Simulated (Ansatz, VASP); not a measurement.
One calculation of SiO2, two programs

Contents of INCAR:

```
SYSTEM = SiO2
PREC     = Accurate       ! precision mode
ENCUT    = 520            ! plane-wave cutoff, eV
EDIFF    = 1E-6           ! SCF threshold, eV
ISMEAR   = 0              ! smearing method
SIGMA    = 0.05           ! smearing width, eV
LREAL    = Auto         
LASPH    = .True.         ! aspherical terms in the spheres
NELM     = 60             ! most SCF steps
ALGO     = Normal         ! electronic algorithm
ISIF     = 2              ! what is computed and relaxed
LWAVE    = .False.        ! write WAVECAR
LCHARG   = .True.         ! write CHGCAR
LDIPOL   = .True.       
IDIPOL   = 3            
DIPOL    = 0.5 0.5 0.457
GGA      = PE             ! functional
IVDW     = 12             ! dispersion correction
LELF     = .True.         ! ELF
LVHAR    = .True.       
LVACPOTAV= .True.       
NBANDS   = 63             ! bands
```

Contents of KPOINTS:

```
regular mesh
0
Gamma
  3 3 1
  0 0 0
```

POSCAR

```
SiO2
1.0
    4.9152816276      0.0000000000      0.0000000000
    0.0000000000      5.4220874070      0.0000000000
    0.0000000000      0.0000000000     25.9268519140
O Si
12 6
Direct
    0.7268435890      0.7797716533      0.3085604078
    0.9310901049      0.2202283467      0.3309163331
    0.4310901049      0.1131049867      0.3604205902
    0.2268435890      0.5535616800      0.3827765155
    0.8420663060      0.8868950133      0.4054042375
    0.8420663060      0.4464383200      0.4501160880
    0.2402900579      0.7771564687      0.4705536985
    0.4401329761      0.2198971357      0.4968247102
    0.9408135618      0.1016826347      0.5224151293
    0.7454819198      0.5396821263      0.5501690527
    0.3554481794      0.8603169206      0.5662351446
    0.4621991900      0.5323277847      0.6432719013
    0.2330595199      0.3333333333      0.3401057703
    0.7330595199      0.0000000000      0.3512311530
    0.0338809602      0.6666666667      0.4277601628
    0.7445722888      0.3293775897      0.5050332807
    0.2458115580     -0.0079943991      0.5142278020
    0.5782713278      0.6883775529      0.5947952556
```

Input for Ansatz:

```yaml
crystal:
  lattice:
    - [4.9152816276, 0.0, 0.0]
    - [0.0, 5.422087407, 0.0]
    - [0.0, 0.0, 25.926851914]
  atoms:
    - { symbol: O, position: [0.726843589, 0.7797716533, 0.3085604078] }
    - { symbol: O, position: [0.9310901049, 0.2202283467, 0.3309163331] }
    - { symbol: Si, position: [0.2330595199, 0.3333333333, 0.3401057703] }
    - { symbol: Si, position: [0.7330595199, 0.0, 0.351231153] }
    - { symbol: O, position: [0.4310901049, 0.1131049867, 0.3604205902] }
    - { symbol: O, position: [0.226843589, 0.55356168, 0.3827765155] }
    - { symbol: O, position: [0.842066306, 0.8868950133, 0.4054042375] }
    - { symbol: Si, position: [0.0338809602, 0.6666666667, 0.4277601628] }
    - { symbol: O, position: [0.842066306, 0.44643832, 0.450116088] }
    - { symbol: O, position: [0.2402900579, 0.7771564687, 0.4705536985] }
    - { symbol: O, position: [0.4401329761, 0.2198971357, 0.4968247102] }
    - { symbol: Si, position: [0.7445722888, 0.3293775897, 0.5050332807] }
    - { symbol: Si, position: [0.245811558, -0.0079943991, 0.514227802] }
    - { symbol: O, position: [0.9408135618, 0.1016826347, 0.5224151293] }
    - { symbol: O, position: [0.7454819198, 0.5396821263, 0.5501690527] }
    - { symbol: O, position: [0.3554481794, 0.8603169206, 0.5662351446] }
    - { symbol: Si, position: [0.5782713278, 0.6883775529, 0.5947952556] }
    - { symbol: O, position: [0.46219919, 0.5323277847, 0.6432719013] }
basis:
  ecutwfc: 420
kpoints:
  mp_grid: { grid: [3, 3, 1] }
hamiltonian:
  xc: pbe
  dispersion: d3bj
scf:
  occupations: { method: gaussian, width: 0.05 }
output:
  forces: true
  eigenvalues: true
  write_density: true
  volumetric_format: npy
efield:
  axis: 3
  dipole_correction: true
  ramp_width: 0.04
```

Alike in both runs: task single point; functional PBE; dispersion D3(BJ); k mesh 3 × 3 × 1; occupations gaussian, width 0.05 eV; no spin polarisation.

|  | VASP | Ansatz |
| --- | --- | --- |
| version | VASP 6.6.1 | Ansatz 0.2.0 |
| potentials or method | VASP PAW PBE potentials, release 64 (O, Si), cutoff 520 eV | scalar-relativistic, plane waves, PAW |
| valence electrons in the cell | 96 | 96 |

|  | VASP | Ansatz | Ansatz less VASP |
| --- | --- | --- | --- |
| gap on the k mesh at the Fermi level (eV) | 0.29 | 0.31 | +0.015 |
| least direct gap on the mesh (eV) | 0.29 | 0.31 | +0.015 |
| rms of the force components (eV/Å) | 1.168 | 1.203 | +0.0353 |

The k mesh is coarse, so the values compare programs but aren't converged.
